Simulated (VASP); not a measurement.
# Pt12Cl in VASP: notebook

Runs on Pt12Cl. Level: PBE. Tasks: single point.

All numbers are computed with VASP 6.6.1; they aren't measurements. Logs are shortened: lines on timing, memory, paths and dates and some standing lists are left out, and cuts for length are marked.

## (1) The cell of the first run

The cell holds a slab with vacuum, 13 atoms: a = 5.614 Å, b = 5.614 Å, c = 20.119 Å, α = 90.00°, β = 90.00°, γ = 120.00°.

## (2) Single point, PBE

File INCAR:

```
SYSTEM = Pt12Cl
PREC     = Accurate       ! precision mode
ENCUT    = 520            ! plane-wave cutoff, eV
EDIFF    = 1E-6           ! SCF threshold, eV
ISMEAR   = 0              ! smearing method
SIGMA    = 0.1            ! smearing width, eV
LREAL    = .False.        ! projectors in reciprocal space
LASPH    = .True.         ! aspherical terms in the spheres
NELM     = 80             ! most SCF steps
ALGO     = Normal         ! electronic algorithm
ISIF     = 2              ! what is computed and relaxed
LWAVE    = .False.        ! write WAVECAR
LCHARG   = .False.        ! write CHGCAR
LDIPOL   = .True.       
IDIPOL   = 3            
DIPOL    = 0.5 0.5 0.331
GGA      = PE             ! functional
NBANDS   = 76             ! bands
```

File KPOINTS:

```
Automatic mesh
0
Gamma
  6 6 1
  0 0 0
```

File POSCAR:

```
Pt12Cl
1.0
    5.6143281324      0.0000000000      0.0000000000
   -2.8071640662      4.8621507878      0.0000000000
    0.0000000000      0.0000000000     20.1192653317
Pt Cl
12 1
Direct
    0.3333333333      0.1666666667      0.1988144166
    0.3333333333      0.6666666667      0.1988144166
    0.8333333333      0.1666666667      0.1988144166
    0.8333333333      0.6666666667      0.1988144166
    0.1666666667      0.3333333333      0.3136150008
    0.1666666667      0.8333333333      0.3136150008
    0.6666666667      0.3333333333      0.3136150008
    0.6666666667      0.8333333333      0.3136150008
    0.0000000000      0.0000000000      0.4284085522
    0.0000000000      0.5000000000      0.4284085522
    0.5000000000      0.0000000000      0.4284085522
    0.5000000000      0.5000000000      0.4284085522
    0.0000000000      0.0000000000      0.5420456470
```

Potentials or basis: VASP PAW PBE potentials, release 64 (Pt, Cl).

Started as:

```console
> cat potpaw_PBE.64/Pt/POTCAR potpaw_PBE.64/Cl/POTCAR > POTCAR
> mpirun -np 1 vasp_std > vasp.out
```

OUTCAR:

```text
SYSTEM = Pt12Cl
   PREC = Accurate
   ENCUT = 520
   EDIFF = 1E-6
   ISMEAR = 0
   LREAL = .False.
   LASPH = .True.
   NELM = 80
   ISIF = 2
   GGA = PE

 ion  position               nearest neighbor table
   1  0.333  0.167  0.199-   2 2.81   4 2.81   2 2.81   4 2.81   3 2.81   3 2.81   5 2.82   6 2.82
                             7 2.82
   2  0.333  0.667  0.199-   1 2.81   3 2.81   1 2.81   3 2.81   4 2.81   4 2.81   6 2.82   5 2.82
                             8 2.82
   3  0.833  0.167  0.199-   2 2.81   4 2.81   4 2.81   2 2.81   1 2.81   1 2.81   7 2.82   8 2.82
                             5 2.82
   4  0.833  0.667  0.199-   1 2.81   3 2.81   3 2.81   1 2.81   2 2.81   2 2.81   8 2.82   7 2.82
                             6 2.82
   5  0.167  0.333  0.314-   6 2.81   8 2.81   6 2.81   8 2.81   7 2.81   7 2.81   9 2.82  12 2.82
                            10 2.82   1 2.82   2 2.82   3 2.82
   6  0.167  0.833  0.314-   5 2.81   7 2.81   5 2.81   7 2.81   8 2.81   8 2.81  10 2.82  11 2.82
                             9 2.82   2 2.82   1 2.82   4 2.82
   7  0.667  0.333  0.314-   6 2.81   8 2.81   8 2.81   6 2.81   5 2.81   5 2.81  11 2.82  10 2.82
                            12 2.82   3 2.82   4 2.82   1 2.82
   8  0.667  0.833  0.314-   5 2.81   7 2.81   7 2.81   5 2.81   6 2.81   6 2.81  12 2.82   9 2.82
                            11 2.82   4 2.82   3 2.82   2 2.82
   9  0.000  0.000  0.428-  13 2.29  12 2.81  10 2.81  10 2.81  12 2.81  11 2.81  11 2.81   5 2.82
                             8 2.82   6 2.82
  10  0.000  0.500  0.428-   9 2.81  11 2.81   9 2.81  11 2.81  12 2.81  12 2.81   6 2.82   7 2.82
                             5 2.82
  11  0.500  0.000  0.428-  10 2.81  12 2.81  12 2.81  10 2.81   9 2.81   9 2.81   7 2.82   6 2.82
                             8 2.82
  12  0.500  0.500  0.428-   9 2.81  11 2.81  11 2.81   9 2.81  10 2.81  10 2.81   8 2.82   5 2.82
                             7 2.82
  13  0.000  0.000  0.542-   9 2.29

  LATTYP: Found a hexagonal cell.
 ALAT       =     5.6143281324
 C/A-ratio  =     3.5835570806

  Lattice vectors:

 A1 = (   5.6143281324,   0.0000000000,   0.0000000000)
 A2 = (  -2.8071640662,   4.8621507878,   0.0000000000)
 A3 = (   0.0000000000,   0.0000000000,  20.1192653317)

Analysis of symmetry for initial positions (statically):
=====================================================================
 Subroutine PRICEL returns:
 Original cell was already a primitive cell.

 Routine SETGRP: Setting up the symmetry group for a
 hexagonal supercell.

 Subroutine GETGRP returns: Found  6 space group operations
 (whereof  6 operations were pure point group operations)
 out of a pool of 24 trial point group operations.

The static configuration has the point symmetry C_3v.

Analysis of symmetry for dynamics (positions and initial velocities):
=====================================================================
 Subroutine PRICEL returns:
 Original cell was already a primitive cell.

 Routine SETGRP: Setting up the symmetry group for a
 hexagonal supercell.

 Subroutine GETGRP returns: Found  6 space group operations
 (whereof  6 operations were pure point group operations)
 out of a pool of 24 trial point group operations.

The dynamic configuration has the point symmetry C_3v.

 Subroutine INISYM returns: Found  6 space group operations
 (whereof  6 operations are pure point group operations),
 and found     1 'primitive' translations

----------------------------------------------------------------------------------------

                                     Primitive cell

  volume of cell :     549.2099

  direct lattice vectors                    reciprocal lattice vectors
     5.614328132  0.000000000  0.000000000     0.178115703  0.102835149  0.000000000
    -2.807164066  4.862150788  0.000000000     0.000000000  0.205670298  0.000000000
     0.000000000  0.000000000 20.119265332     0.000000000  0.000000000  0.049703604

  length of vectors
     5.614328132  5.614328132 20.119265332     0.205670298  0.205670298  0.049703604

  position of ions in fractional coordinates (direct lattice)
     0.333333333  0.166666667  0.198814417
     0.333333333  0.666666667  0.198814417
     0.833333333  0.166666667  0.198814417
     0.833333333  0.666666667  0.198814417
     0.166666667  0.333333333  0.313615001
     0.166666667  0.833333333  0.313615001
     0.666666667  0.333333333  0.313615001
     0.666666667  0.833333333  0.313615001
     0.000000000  0.000000000  0.428408552
[... 44 lines left out ...]

 Found      7 irreducible k-points:

 Following reciprocal coordinates:
            Coordinates               Weight
  0.000000  0.000000  0.000000      1.000000
  0.166667 -0.000000  0.000000      6.000000
  0.333333 -0.000000  0.000000      6.000000
  0.500000 -0.000000  0.000000      3.000000
  0.166667  0.166667  0.000000      6.000000
  0.333333  0.166667  0.000000     12.000000
  0.333333  0.333333  0.000000      2.000000
   k-points           NKPTS =      7   k-points in BZ     NKDIM =      7   number of bands    NBANDS=     76
   number of dos      NEDOS =    301   number of ions     NIONS =     13
   total plane-waves  NPLWV = 264600
   dimension x,y,z NGX =    42 NGY =   42 NGZ =  150
   dimension x,y,z NGXF=    84 NGYF=   84 NGZF=  300
   ions per type =              12   1
   NGX,Y,Z   is equivalent  to a cutoff of  12.44, 12.44, 12.39 a.u.
   NGXF,Y,Z  is equivalent  to a cutoff of  24.87, 24.87, 24.79 a.u.
 SYSTEM =  Pt12Cl
   PREC   = accura    normal or accurate (medium, high low for compatibility)
   ISTART =      0    job   : 0-new  1-cont  2-samecut
   ICHARG =      2    charge: 1-file 2-atom 10-const
   ISPIN  =      1    spin polarized calculation?
   LNONCOLLINEAR =      F non collinear calculations
   LSORBIT =      F    spin-orbit coupling
   LASPH  =      T    aspherical Exc in radial PAW
   ENCUT  =  520.0 eV  38.22 Ry    6.18 a.u.  10.44 10.44 37.41*2*pi/ulx,y,z
   NELM   =     80;   NELMIN=  2; NELMDL= -5     # of ELM steps
   EDIFF  = 0.1E-05   stopping-criterion for ELM
   LREAL  =      F    real-space projection
   EDIFFG = 0.1E-04   stopping-criterion for IOM
   NSW    =      0    number of steps for IOM
   IBRION =     -1    ionic relax: 0-MD 1-quasi-New 2-CG
   NFREE  =      0    steps in history (QN), initial steepest desc. (CG)
   ISIF   =      2    stress and relaxation
   ISYM   =      2    0-nonsym 1-usesym 2-fastsym
   POTIM  = 0.5000    time-step for ionic-motion
   TEBEG  =    0.0;   TEEND  =   0.0 temperature during run
   PSTRESS=    0.0 pullay stress
   NELECT =     127.0000    total number of electrons
   NUPDOWN=      -1.0000    fix difference up-down
   EMIN   =  10.00;   EMAX   =-10.00  energy-range for DOS
   EFERMI =   0.00;   METHOD = LEGACY
   ISMEAR =     0;   SIGMA  =   0.10  broadening in eV -4-tet -1-fermi 0-gaus
   EFERMI_NEDOS =   21; number of points for ismear=-14 and -15
   IALGO  =     38    algorithm
   IMIX   =      4    mixing-type and parameters
     AMIX     =   0.40;   BMIX     =  1.00
     AMIX_MAG =   1.60;   BMIX_MAG =  1.00
  volume/ion in A,a.u.               =      42.25       285.10
  Fermi-wavevector in a.u.,A,eV,Ry     =   1.004839  1.898871 13.737831  1.009702
  Thomas-Fermi vector in A             =   2.137481
   LORBIT       =      0    0 simple, 1 ext, 2 COOP (PROOUT), +10 PAW based schemes
   GGA     = PE    functional components
   LHFCALC =     F    Hartree Fock is set to
   AEXX    =    0.0000 exact exchange contribution
   IVDW    =     0    specifies the selected vdW correction
   LEPSILON=     F    determine dielectric tensor
   LRPA    =     F    only Hartree local field effects (RPA)
 non-spin polarized calculation
 Gauss-broadening in eV      SIGMA  =   0.10
  energy-cutoff  :      520.00
  volume of cell :      549.21
 maximum number of plane-waves:     14831
 NGX is ok and might be reduce to    42
   NGX = 21   NGY = 21   NGZ = 75

 dipolmoment           0.000000      0.000000     -0.211086 electrons x Angstroem

 number of electron     126.9999983 magnetization

 dipolmoment           0.000000      0.000000      0.095383 electrons x Angstroem

 Free energy of the ion-electron system (eV)
  ---------------------------------------------------
  ext. energy  EPLUGINS =         0.00000000
  ---------------------------------------------------
  free energy    TOTEN  =       -70.87563782 eV

  energy without entropy =      -70.71749234  energy(sigma->0) =      -70.79656508

 E-fermi :  -0.0906     XC(G=0):  -5.8189

 val. band max:       -0.1044932472   @ k =   0.1667  -0.0000   0.0000
 cond. band min:      -0.0903816049   @ k =   0.1667   0.1667   0.0000
 fundamental gap:      0.0141116423
 Fermi energy:        -0.0906496549

 k-point     1 :       0.0000    0.0000    0.0000
  band No.  band energies     occupation
      1     -14.5964      2.00000
      2      -8.9142      2.00000
      3      -7.2226      2.00000
      4      -6.7236      2.00000
      5      -6.3551      2.00000
      6      -6.2984      2.00000
[... 535 lines left out ...]
     74       4.8225      0.00000
     75       4.9854      0.00000
 [bands above 75 left out]

------------------------ aborting loop because EDIFF is reached ----------------------------------------

 vacuum level on the upper side and lower side of the slab       (xc-potential included)         0.143        -0.480

  FORCE on cell =-STRESS in cart. coord.  units (eV):
  Direction    XX          YY          ZZ          XY          YZ          ZX
  --------------------------------------------------------------------------------------
  -------------------------------------------------------------------------------------
  Total      -16.9287721    -16.9287721     -1.3101548      0.0000000      0.0000000     -0.0000000
  in kB      -49.3853012    -49.3853012     -3.8220367      0.0000000      0.0000000     -0.0000000
  external PRESSURE =     -34.1975464 kB  Pullay stress =       0.0000000 kB

 VOLUME and BASIS-vectors are now :
 -----------------------------------------------------------------------------
  energy-cutoff  :      520.00
  volume of cell :      549.21
      direct lattice vectors                 reciprocal lattice vectors
     5.614328132  0.000000000  0.000000000     0.178115703  0.102835149  0.000000000
    -2.807164066  4.862150788  0.000000000     0.000000000  0.205670298  0.000000000
     0.000000000  0.000000000 20.119265332     0.000000000  0.000000000  0.049703604

 POSITION                                       TOTAL-FORCE (eV/Angst)
 -----------------------------------------------------------------------------------
      1.40358      0.81036      4.00000        -0.010812     -0.006242      0.113123
     -0.00000      3.24143      4.00000        -0.000000      0.000000     -0.078921
      4.21075      0.81036      4.00000         0.010812     -0.006242      0.113123
      2.80716      3.24143      4.00000         0.000000      0.012485      0.113123
      0.00000      1.62072      6.30970        -0.000000      0.041620     -0.016856
     -1.40358      4.05179      6.30970         0.036044     -0.020810     -0.016856
      2.80716      1.62072      6.30970        -0.000000      0.000000     -0.005678
      1.40358      4.05179      6.30970        -0.036044     -0.020810     -0.016856
      0.00000      0.00000      8.61927        -0.000000      0.000000      0.457176
     -1.40358      2.43108      8.61927         0.018760      0.010831     -0.210474
      2.80716      0.00000      8.61927        -0.000000     -0.021663     -0.210474
      1.40358      2.43108      8.61927        -0.018760      0.010831     -0.210474
      0.00000      0.00000     10.90556        -0.000000      0.000000     -0.029958
 -----------------------------------------------------------------------------------
    total drift:                                0.000000      0.000000     -0.000026

  FREE ENERGIE OF THE ION-ELECTRON SYSTEM (eV)
  ---------------------------------------------------
  free  energy   TOTEN  =       -70.8756378200 eV

  energy  without entropy=      -70.7174923387  energy(sigma->0) =      -70.79656508

 vacuum level on the upper side and lower side of the slab         6.138         5.506
```

Wall time 8.8 min (1 thread of Intel Xeon 6975P-C (Granite Rapids), shared host); peak memory 0.67 GiB.

Results:

| Property | Result |
| --- | --- |
| Free energy | -70.8756 eV |
| Largest force | 0.457 eV/Å |
| Band gap on the k mesh | zero (an odd number of electrons rules out a gap without spin polarisation) |

Forces on the atoms (eV/Å):
```
Pt  -0.011 -0.006  0.113
Pt   0.000  0.000 -0.079
Pt   0.011 -0.006  0.113
Pt   0.000  0.012  0.113
Pt   0.000  0.042 -0.017
Pt   0.036 -0.021 -0.017
Pt   0.000  0.000 -0.006
Pt  -0.036 -0.021 -0.017
Pt   0.000  0.000  0.457
Pt   0.019  0.011 -0.210
Pt   0.000 -0.022 -0.210
Pt  -0.019  0.011 -0.210
Cl   0.000  0.000 -0.030
```

Levels at points of the mesh, in eV from the Fermi level:
```csv
k point,band 61,band 62,band 63,band 64,band 65,band 66,band 67,band 68
"(0.00, 0.00, 0.00)",0.34,0.44,0.44,0.53,0.56,0.56,0.59,1.18
"(0.50, 0.00, 0.00)",-0.36,-0.28,-0.10,-0.03,0.03,0.18,0.25,0.54
```

Caveat: spin-orbit coupling is left out, which moves the levels of the heavy elements.

## (3) Single point, PBE

File INCAR:

```
SYSTEM = Pt12Cl
PREC     = Accurate       ! precision mode
ENCUT    = 520            ! plane-wave cutoff, eV
EDIFF    = 1E-6           ! SCF threshold, eV
ISMEAR   = 0              ! smearing method
SIGMA    = 0.1            ! smearing width, eV
LREAL    = .FALSE.        ! projectors in reciprocal space
LASPH    = .TRUE.         ! aspherical terms in the spheres
NELM     = 100            ! most SCF steps
ALGO     = Normal         ! electronic algorithm
ISIF     = 2              ! what is computed and relaxed
LWAVE    = .FALSE.        ! write WAVECAR
LCHARG   = .FALSE.        ! write CHGCAR
LDIPOL   = .TRUE.       
IDIPOL   = 3            
DIPOL    = 0.5 0.5 0.330
GGA      = PE             ! functional
NBANDS   = 76             ! bands
```

File KPOINTS:

```
Automatic mesh
0
G
  6 6 1
  0 0 0
```

Changes to POSCAR since step 2:

```diff
@@ -20,2 +20,2 @@
     0.5000000000      0.5000000000      0.4284085522
-    0.0000000000      0.0000000000      0.5420456470
+    0.1666666667      0.3333333333      0.5260987674
```

Potentials or basis: VASP PAW PBE potentials, release 64 (Pt, Cl).

Started as:

```console
> cat potpaw_PBE.64/Pt/POTCAR potpaw_PBE.64/Cl/POTCAR > POTCAR
> mpirun -np 1 vasp_std > vasp.out
```

Run time: 8.6 min. Hardware: 1 thread of Intel Xeon 6975P-C (Granite Rapids), shared host; peak memory 0.68 GiB.

Results (log left out):

| Item | Value |
| --- | --- |
| Free energy | -70.8429 eV |
| Largest force | 0.464 eV/Å |
| Band gap on the k mesh | zero (an odd number of electrons rules out a gap without spin polarisation) |

Forces on the atoms (eV/Å):
```
Pt   0.101 -0.059  0.066
Pt   0.000  0.117  0.066
Pt  -0.101 -0.059  0.066
Pt   0.000  0.000  0.118
Pt   0.000  0.000 -0.464
Pt  -0.115 -0.067  0.064
Pt   0.000  0.133  0.064
Pt   0.115 -0.067  0.064
Pt   0.000 -0.303  0.097
Pt  -0.262  0.151  0.097
Pt   0.000  0.000 -0.298
Pt   0.262  0.151  0.097
Cl   0.000  0.000 -0.039
```

Levels at points of the mesh, in eV from the Fermi level:
```tsv
k point	band 62	band 63	band 64	band 65	band 66	band 67
(0.00, 0.00, 0.00)	0.34	0.44	0.44	0.57	0.57	0.57
(0.50, 0.00, 0.00)	-0.14	-0.11	-0.04	-0.01	0.26	0.27
```

Caveat: spin-orbit coupling is left out, which moves the levels of the heavy elements.

(Part 1 of 2 ends here.)

The gap in the log of VASP goes by the Fermi energy; the results here count the filled bands.